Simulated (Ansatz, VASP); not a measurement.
**One calculation of Bi2Te3, two programs**

```
CELL_PARAMETERS angstrom
2.19300 1.26613 10.36898
-2.19300 1.26613 10.36898
0.00000 -2.53226 10.36898
ATOMIC_POSITIONS crystal
Bi 0.60000 0.60000 0.60000
Bi 0.40000 0.40000 0.40000
Te 0.79050 0.79050 0.79050
Te 0.20950 0.20950 0.20950
Te 0.00000 0.00000 0.00000
```

Alike in both runs: functional PBEsol; k mesh 6 × 6 × 6; occupations fermi-dirac, width 0.05 eV; no spin polarisation.

|  | VASP | Ansatz |
| --- | --- | --- |
| version | VASP 6.6.1 | Ansatz 0.2.0 |
| potentials or method | VASP PAW PBE potentials, release 64 (Bi_d, Te) | Ansatz PAW |
| plane-wave cutoff (eV) | 520 | 420 |
| valence electrons in the cell | 48 | 78 |
| task | single point | band structure |

VASP gave:

```
gap on the k mesh at the Fermi level (eV)                     : 0.30
least direct gap on the mesh (eV)                             : 0.30
pressure (GPa)                                                : -1.6
traceless stress, the component that is largest in VASP (GPa) : -0.67
rms of the force components (eV/Å)                            : 0.101
```

Task: Which values does Ansatz return?

Result: gap on the k mesh at the Fermi level (eV): 0.31; least direct gap on the mesh (eV): 0.31; pressure (GPa): -1.6; traceless stress, the component that is largest in VASP (GPa): -0.68; rms of the force components (eV/Å): 0.108.

VASP's potentials were made for PBE, not for PBEsol. Atom by atom the forces differ by 0.007 eV/Å (rms over components). VASP's potentials hold 48 valence electrons a cell and Ansatz's 78, so a difference there can come from the potentials and not from the codes.

Neither program's run includes spin-orbit coupling.
